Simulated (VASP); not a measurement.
# InAs (Fm-3m) in VASP: a series of runs, part 2 of 2

VASP 6.6.1.

## 3. Single point, PBE (volume scaled by 0.94)

INCAR reads:

```
SYSTEM = InAs
PREC = Accurate
ENCUT = 520
EDIFF = 1E-6
ISMEAR = -1
SIGMA = 0.05
LREAL = .False.
LASPH = .True.
NELM = 60
ALGO = Normal
ISIF = 2
LWAVE = .False.
LCHARG = .False.
GGA = PE
NBANDS = 16
```

KPOINTS reads:

```
Automatic mesh
0
Gamma
  8 8 8
  0 0 0
```

POSCAR reads:

```
InAs
1.0
    0.0000000000      2.8185670290      2.8185670290
    2.8185670290      0.0000000000      2.8185670290
    2.8185670290      2.8185670290      0.0000000000
In As
1 1
Direct
    0.5000000000      0.5000000000      0.5000000000
    0.0000000000      0.0000000000      0.0000000000
```

Potentials or basis: VASP PAW PBE potentials, release 64 (In_d, As).

Started as:

```bash
> cat potpaw_PBE.64/In_d/POTCAR potpaw_PBE.64/As/POTCAR > POTCAR
> mpirun -np 1 vasp_std > vasp.out
```

OUTCAR:

```text
SYSTEM = InAs
   PREC = Accurate
   ENCUT = 520
   EDIFF = 1E-6
   ISMEAR = -1
   LREAL = .False.
   LASPH = .True.
   NELM = 60
   ISIF = 2
   GGA = PE

 ion  position               nearest neighbor table
   1  0.500  0.500  0.500-   2 2.82   2 2.82   2 2.82   2 2.82   2 2.82   2 2.82
   2  0.000  0.000  0.000-   1 2.82   1 2.82   1 2.82   1 2.82   1 2.82   1 2.82

  LATTYP: Found a face centered cubic cell.
 ALAT       =     5.6371340580

  Lattice vectors:

 A1 = (   0.0000000000,   2.8185670290,   2.8185670290)
 A2 = (   2.8185670290,   0.0000000000,   2.8185670290)
 A3 = (   2.8185670290,   2.8185670290,   0.0000000000)

Analysis of symmetry for initial positions (statically):
=====================================================================
 Subroutine PRICEL returns:
 Original cell was already a primitive cell.

 Routine SETGRP: Setting up the symmetry group for a
 face centered cubic supercell.

 Subroutine GETGRP returns: Found 48 space group operations
 (whereof 48 operations were pure point group operations)
 out of a pool of 48 trial point group operations.

The static configuration has the point symmetry O_h .

Analysis of symmetry for dynamics (positions and initial velocities):
=====================================================================
 Subroutine PRICEL returns:
 Original cell was already a primitive cell.

 Routine SETGRP: Setting up the symmetry group for a
 face centered cubic supercell.

 Subroutine GETGRP returns: Found 48 space group operations
 (whereof 48 operations were pure point group operations)
 out of a pool of 48 trial point group operations.

The dynamic configuration has the point symmetry O_h .

 Subroutine INISYM returns: Found 48 space group operations
 (whereof 48 operations are pure point group operations),
 and found     1 'primitive' translations

[... 105 lines left out ...]
   NELECT =      18.0000    total number of electrons
   NUPDOWN=      -1.0000    fix difference up-down
   EMIN   =  10.00;   EMAX   =-10.00  energy-range for DOS
   EFERMI =   0.00;   METHOD = LEGACY
   ISMEAR =    -1;   SIGMA  =   0.05  broadening in eV -4-tet -1-fermi 0-gaus
   EFERMI_NEDOS =   21; number of points for ismear=-14 and -15
   IALGO  =     38    algorithm
   IMIX   =      4    mixing-type and parameters
     AMIX     =   0.40;   BMIX     =  1.00
     AMIX_MAG =   1.60;   BMIX_MAG =  1.00
  volume/ion in A,a.u.               =      22.39       151.11
  Fermi-wavevector in a.u.,A,eV,Ry     =   1.208168  2.283106 19.860012  1.459670
  Thomas-Fermi vector in A             =   2.343784
   LORBIT       =      0    0 simple, 1 ext, 2 COOP (PROOUT), +10 PAW based schemes
   GGA     = PE    functional components
   LHFCALC =     F    Hartree Fock is set to
   AEXX    =    0.0000 exact exchange contribution
   IVDW    =     0    specifies the selected vdW correction
   LEPSILON=     F    determine dielectric tensor
   LRPA    =     F    only Hartree local field effects (RPA)
 non-spin polarized calculation
  energy-cutoff  :      520.00
  volume of cell :       44.78
 maximum number of plane-waves:      1243
 NGX is ok and might be reduce to    30
   NGX = 15   NGY = 15   NGZ = 15

 number of electron      17.9999995 magnetization

 Free energy of the ion-electron system (eV)
  ---------------------------------------------------
  ext. energy  EPLUGINS =         0.00000000
  ---------------------------------------------------
  free energy    TOTEN  =        -7.28201506 eV

  energy without entropy =       -7.27042491  energy(sigma->0) =       -7.27621999

 E-fermi :   6.6431     XC(G=0): -10.3817

 val. band max:        6.5870005840   @ k =   0.3750   0.2500   0.0000
 cond. band min:       6.6629517799   @ k =  -0.3750   0.1250   0.0000
 fundamental gap:      0.0759511959
 Fermi energy:         6.6431085852

 k-point     1 :       0.0000    0.0000    0.0000
  band No.  band energies     occupation
      1      -7.7640      2.00000
      2      -7.7640      2.00000
      3      -7.7401      2.00000
      4      -7.7401      2.00000
      5      -7.7401      2.00000
      6      -5.9065      2.00000
[... 433 lines left out ...]
      3      -7.7297      2.00000
      4      -7.7008      2.00000
      5      -7.6647      2.00000
      6      -3.5691      2.00000
[... 8 lines left out ...]
     15      16.5164      0.00000
     16      19.7597      0.00000

 [... further k-points ...]
[... 5 lines left out ...]
  --------------------------------------------------------------------------------------
  -------------------------------------------------------------------------------------
  Total        1.2244981      1.2244981      1.2244981      0.0000000      0.0000000     -0.0000000
  in kB       43.8080193     43.8080193     43.8080193      0.0000000      0.0000000     -0.0000000
  external PRESSURE =      43.8080193 kB  Pullay stress =       0.0000000 kB

 VOLUME and BASIS-vectors are now :
 -----------------------------------------------------------------------------
  energy-cutoff  :      520.00
  volume of cell :       44.78
      direct lattice vectors                 reciprocal lattice vectors
     0.000000000  2.818567029  2.818567029    -0.177395107  0.177395107  0.177395107
     2.818567029  0.000000000  2.818567029     0.177395107 -0.177395107  0.177395107
     2.818567029  2.818567029  0.000000000     0.177395107  0.177395107 -0.177395107

 POSITION                                       TOTAL-FORCE (eV/Angst)
 -----------------------------------------------------------------------------------
      2.81857      2.81857      2.81857         0.000000     -0.000000      0.000000
      0.00000      0.00000      0.00000        -0.000000      0.000000      0.000000
 -----------------------------------------------------------------------------------
    total drift:                                0.000000      0.000000      0.000000

  FREE ENERGIE OF THE ION-ELECTRON SYSTEM (eV)
  ---------------------------------------------------
  free  energy   TOTEN  =        -7.2820150626 eV

  energy  without entropy=       -7.2704249147  energy(sigma->0) =       -7.27621999
```

stdout:

```text
POSCAR found type information on POSCAR InAs
 POSCAR found :  2 types and       2 ions
 scaLAPACK will be used
 LDA part: xc-table for (Slater+PW92), standard interpolation
 POSCAR, INCAR and KPOINTS ok, starting setup
 FFT: planning ... GRIDC
 FFT: planning ... GRID_SOFT
 FFT: planning ... GRID
 WAVECAR not read
 entering main loop
```

It took 28 s on 1 thread of Intel Xeon Platinum 8259CL at 2.50GHz (Skylake/Cascade Lake), shared host; peak memory 0.17 GiB.

What came out:

```
Free energy            : -7.2820 eV
Pressure               : 4.4 GPa
Band gap on the k mesh : zero (band 9 reaches 7.00 eV, above the bottom of band 10 at 4.20 eV)
```

Levels at points of the mesh, in eV from the Fermi level:
| k point | band 7 | band 8 | band 9 | band 10 | band 11 | band 12 |
| --- | --- | --- | --- | --- | --- | --- |
| (0.00, 0.00, 0.00) | -0.26 | -0.26 | -0.26 | -0.23 | 7.21 | 7.21 |
| (0.50, 0.00, 0.00) | -6.85 | 0.18 | 0.18 | 2.17 | 3.28 | 3.28 |
| (0.50, 0.50, 0.00) | -5.09 | -2.89 | -2.45 | -2.45 | 3.76 | 9.68 |

Caveat: the cell differs from its parent crystal (volume scaled by 0.94); spin-orbit coupling is left out, which moves the levels of the heavy elements.

## 4. Single point, PBE (volume scaled by 0.98)

INCAR reads:

```
SYSTEM = InAs
PREC = Accurate
ENCUT = 520
EDIFF = 1E-6
ISMEAR = -1
SIGMA = 0.05
LREAL = .FALSE.
LASPH = .TRUE.
NELM = 60
ALGO = Normal
ISIF = 2
LWAVE = .FALSE.
LCHARG = .FALSE.
GGA = PE
NBANDS = 16
```

KPOINTS reads:

```
Automatic mesh
0
G
  8 8 8
  0 0 0
```

POSCAR reads:

```
InAs
1.0
    0.0000000000      2.8579926530      2.8579926530
    2.8579926530      0.0000000000      2.8579926530
    2.8579926530      2.8579926530      0.0000000000
In As
1 1
Direct
    0.5000000000      0.5000000000      0.5000000000
    0.0000000000      0.0000000000      0.0000000000
```

Started as:

```bash
> cat potpaw_PBE.64/In_d/POTCAR potpaw_PBE.64/As/POTCAR > POTCAR
> mpirun -np 1 vasp_std > vasp.out
```

It took 28 s on 1 thread of Intel Xeon Platinum 8259CL at 2.50GHz (Skylake/Cascade Lake), shared host; peak memory 0.17 GiB.

It converged, with:

```
Free energy            : -7.3156 eV
Pressure               : 1.3 GPa
Band gap on the k mesh : zero (band 9 reaches 6.50 eV, above the bottom of band 10 at 3.85 eV)
```

Levels at points of the mesh, in eV from the Fermi level:
```
           k point  band 7  band 8  band 9  band 10  band 11  band 12
(0.00, 0.00, 0.00)   -0.53   -0.22   -0.22    -0.22     7.18     7.18
(0.50, 0.00, 0.00)   -6.62    0.17    0.17     2.14     3.28     3.28
(0.50, 0.50, 0.00)   -4.82   -2.92   -2.30    -2.30     3.84     9.34
```

Caveat: the cell differs from its parent crystal (volume scaled by 0.98); spin-orbit coupling is left out, which moves the levels of the heavy elements.

## 5. Single point, PBE (volume scaled by 1.02)

INCAR reads:

```
SYSTEM = InAs
  PREC = Accurate
  ENCUT = 520
  EDIFF = 1E-7
  ISMEAR = -1
  SIGMA = 0.05
  LREAL = .False.
  LASPH = .True.
  NELM = 80
  ALGO = Normal
  ISIF = 2
  LWAVE = .False.
  LCHARG = .True.
  GGA = PE
  LELF = .True.
  LVHAR = .True.
  NBANDS = 16
```

KPOINTS reads:

```
Automatic mesh
0
Gamma
  8 8 8
  0 0 0
```

POSCAR reads:

```
InAs
1.0
    0.0000000000      2.8963595487      2.8963595487
    2.8963595487      0.0000000000      2.8963595487
    2.8963595487      2.8963595487      0.0000000000
In As
1 1
Direct
    0.5000000000      0.5000000000      0.5000000000
    0.0000000000      0.0000000000      0.0000000000
```

Started as:

```bash
> cat potpaw_PBE.64/In_d/POTCAR potpaw_PBE.64/As/POTCAR > POTCAR
> mpirun -np 1 vasp_std > vasp.out
```

Wall time 32 s (1 thread of Intel Xeon Platinum 8259CL at 2.50GHz (Skylake/Cascade Lake), shared host); peak memory 0.18 GiB.

It converged, with:

| Item | Value |
| --- | --- |
| Free energy | -7.3163 eV |
| Pressure | -1.2 GPa |
| Band gap on the k mesh | zero (band 9 reaches 6.04 eV, above the bottom of band 10 at 3.54 eV) |

Levels at points of the mesh, in eV from the Fermi level:
| k point | band 7 | band 8 | band 9 | band 10 | band 11 | band 12 |
| --- | --- | --- | --- | --- | --- | --- |
| (0.00, 0.00, 0.00) | -0.80 | -0.20 | -0.20 | -0.20 | 7.15 | 7.15 |
| (0.50, 0.00, 0.00) | -6.40 | 0.17 | 0.17 | 2.11 | 3.27 | 3.27 |
| (0.50, 0.50, 0.00) | -4.58 | -2.94 | -2.17 | -2.17 | 3.91 | 9.02 |

Caveat: the cell differs from its parent crystal (volume scaled by 1.02); spin-orbit coupling is left out, which moves the levels of the heavy elements.

## 6. Single point, PBE

This run uses another cell than the first one, of 23.82 Å³/atom, 0.943 times its volume.

INCAR reads:

```
PREC = Accurate
ENCUT = 500
EDIFF = 1E-6
ISMEAR = 0
SIGMA = 0.028999999999999998
LREAL = False
LASPH = True
NELM = 120
ALGO = Normal
ISIF = 2
LWAVE = False
LCHARG = False
GGA = PE
NBANDS = 16
GGA_COMPAT = False
```

KPOINTS reads:

```
regular mesh
0
Gamma
  8 8 8
```

POSCAR reads:

```
InAs
1.0
    0.0000000000      2.8773040000      2.8773040000
    2.8773040000      0.0000000000      2.8773040000
    2.8773040000      2.8773040000      0.0000000000
In As
1 1
Direct
    0.5000000000      0.5000000000      0.5000000000
    0.0000000000      0.0000000000      0.0000000000
```

Potentials or basis: VASP PAW PBE potentials, release 64 (In_d, As).

Started as:

```bash
> cat potpaw_PBE.64/In_d/POTCAR potpaw_PBE.64/As/POTCAR > POTCAR
> mpirun -np 1 vasp_std > vasp.out
```

OUTCAR:

```text
PREC = Accurate
   ENCUT = 500
   EDIFF = 1E-6
   ISMEAR = 0
   LREAL = False
   LASPH = True
   NELM = 120
   ISIF = 2
   GGA = PE

 ion  position               nearest neighbor table
   1  0.500  0.500  0.500-   2 2.88   2 2.88   2 2.88   2 2.88   2 2.88   2 2.88
   2  0.000  0.000  0.000-   1 2.88   1 2.88   1 2.88   1 2.88   1 2.88   1 2.88

  LATTYP: Found a face centered cubic cell.
 ALAT       =     5.7546080000

  Lattice vectors:

 A1 = (   0.0000000000,   2.8773040000,   2.8773040000)
 A2 = (   2.8773040000,   0.0000000000,   2.8773040000)
 A3 = (   2.8773040000,   2.8773040000,   0.0000000000)

Analysis of symmetry for initial positions (statically):
=====================================================================
 Subroutine PRICEL returns:
 Original cell was already a primitive cell.

 Routine SETGRP: Setting up the symmetry group for a
 face centered cubic supercell.

 Subroutine GETGRP returns: Found 48 space group operations
 (whereof 48 operations were pure point group operations)
 out of a pool of 48 trial point group operations.

The static configuration has the point symmetry O_h .

Analysis of symmetry for dynamics (positions and initial velocities):
=====================================================================
 Subroutine PRICEL returns:
 Original cell was already a primitive cell.

 Routine SETGRP: Setting up the symmetry group for a
 face centered cubic supercell.

 Subroutine GETGRP returns: Found 48 space group operations
 (whereof 48 operations were pure point group operations)
 out of a pool of 48 trial point group operations.

The dynamic configuration has the point symmetry O_h .

 Subroutine INISYM returns: Found 48 space group operations
 (whereof 48 operations are pure point group operations),
 and found     1 'primitive' translations

[... 107 lines left out ...]
   EMIN   =  10.00;   EMAX   =-10.00  energy-range for DOS
   EFERMI =   0.00;   METHOD = LEGACY
   ISMEAR =     0;   SIGMA  =   0.03  broadening in eV -4-tet -1-fermi 0-gaus
   EFERMI_NEDOS =   21; number of points for ismear=-14 and -15
   IALGO  =     38    algorithm
   IMIX   =      4    mixing-type and parameters
     AMIX     =   0.40;   BMIX     =  1.00
     AMIX_MAG =   1.60;   BMIX_MAG =  1.00
  volume/ion in A,a.u.               =      23.82       160.75
  Fermi-wavevector in a.u.,A,eV,Ry     =   1.183505  2.236499 19.057448  1.400683
  Thomas-Fermi vector in A             =   2.319738
   LORBIT       =      0    0 simple, 1 ext, 2 COOP (PROOUT), +10 PAW based schemes
   GGA     = PE    functional components
   LHFCALC =     F    Hartree Fock is set to
   AEXX    =    0.0000 exact exchange contribution
   IVDW    =     0    specifies the selected vdW correction
   LEPSILON=     F    determine dielectric tensor
   LRPA    =     F    only Hartree local field effects (RPA)
 non-spin polarized calculation
 Gauss-broadening in eV      SIGMA  =   0.03
  energy-cutoff  :      500.00
  volume of cell :       47.64
 maximum number of plane-waves:      1243
 NGX is ok and might be reduce to    30
   NGX = 15   NGY = 15   NGZ = 15

 number of electron      18.0000002 magnetization

 Free energy of the ion-electron system (eV)
  ---------------------------------------------------
  ext. energy  EPLUGINS =         0.00000000
  ---------------------------------------------------
  free energy    TOTEN  =        -7.31454928 eV

  energy without entropy =       -7.31425227  energy(sigma->0) =       -7.31440077

 E-fermi :   5.9249     XC(G=0): -10.0974

 val. band max:        5.8496256234   @ k =   0.3750   0.2500   0.0000
 cond. band min:       5.9532456398   @ k =  -0.3750   0.1250   0.0000
 fundamental gap:      0.1036200164
 Fermi energy:         5.9248738772

 k-point     1 :       0.0000    0.0000    0.0000
  band No.  band energies     occupation
      1      -8.3706      2.00000
      2      -8.3706      2.00000
      3      -8.3497      2.00000
      4      -8.3497      2.00000
      5      -8.3497      2.00000
      6      -6.1862      2.00000
[... 433 lines left out ...]
      3      -8.3393      2.00000
      4      -8.3170      2.00000
      5      -8.2885      2.00000
      6      -4.1266      2.00000
[... 8 lines left out ...]
     15      15.5797      0.00000
     16      18.7280      0.00000

 [... further k-points ...]
[... 5 lines left out ...]
  --------------------------------------------------------------------------------------
  -------------------------------------------------------------------------------------
  Total        0.0056477      0.0056477      0.0056477     -0.0000000     -0.0000000      0.0000000
  in kB        0.1899300      0.1899300      0.1899300     -0.0000000     -0.0000000      0.0000000
  external PRESSURE =       0.1899300 kB  Pullay stress =       0.0000000 kB

 VOLUME and BASIS-vectors are now :
 -----------------------------------------------------------------------------
  energy-cutoff  :      500.00
  volume of cell :       47.64
      direct lattice vectors                 reciprocal lattice vectors
     0.000000000  2.877304000  2.877304000    -0.173773783  0.173773783  0.173773783
     2.877304000  0.000000000  2.877304000     0.173773783 -0.173773783  0.173773783
     2.877304000  2.877304000  0.000000000     0.173773783  0.173773783 -0.173773783

 POSITION                                       TOTAL-FORCE (eV/Angst)
 -----------------------------------------------------------------------------------
      2.87730      2.87730      2.87730        -0.000000      0.000000      0.000000
      0.00000      0.00000      0.00000         0.000000     -0.000000     -0.000000
 -----------------------------------------------------------------------------------
    total drift:                                0.000000      0.000000      0.000000

  FREE ENERGIE OF THE ION-ELECTRON SYSTEM (eV)
  ---------------------------------------------------
  free  energy   TOTEN  =        -7.3145492788 eV

  energy  without entropy=       -7.3142522676  energy(sigma->0) =       -7.31440077
```

Run time: 45 s. Hardware: 1 thread of Intel Xeon 8259CL, shared host; peak memory 0.17 GiB.

What came out:

```yaml
Free_energy: -7.3145 eV
Pressure: 0.0 GPa
Band_gap_on_the_k_mesh: zero (band 9 reaches 6.25 eV, above the bottom of band 10 at 3.69 eV)
```

Levels at points of the mesh, in eV from the Fermi level:
```csv
k point,band 7,band 8,band 9,band 10,band 11,band 12
"(0.00, 0.00, 0.00)",-0.67,-0.21,-0.21,-0.21,7.17,7.17
"(0.50, 0.00, 0.00)",-6.50,0.16,0.16,2.12,3.28,3.28
"(0.50, 0.50, 0.00)",-4.70,-2.92,-2.24,-2.24,3.88,9.18
```

Caveat: spin-orbit coupling is left out, which moves the levels of the heavy elements.

## 7. The runs side by side

```tsv
cell	cutoff (eV)	smearing	gap on the mesh (eV)	pressure (GPa)
a = 4.149 Å, angles 60.0°, 2 atoms	500	fermi-dirac 0.05 eV	none	-3.1
a = 3.986 Å, angles 60.0°, 2 atoms	520	fermi-dirac 0.05 eV	none	4.4
a = 4.042 Å, angles 60.0°, 2 atoms	520	fermi-dirac 0.05 eV	none	1.3
a = 4.096 Å, angles 60.0°, 2 atoms	520	fermi-dirac 0.05 eV	none	-1.2
a = 4.069 Å, angles 60.0°, 2 atoms	500	gaussian 0.029 eV	none	0.0
```

Alike in all rows: task single point; level PBE; potentials or basis VASP PAW PBE potentials, release 64 (In_d, As); no spin polarisation; k mesh 8 × 8 × 8.

Caveats: spin-orbit coupling is left out, which moves the levels of the heavy elements.

Absolute energies hang on the potentials; compare differences alone.
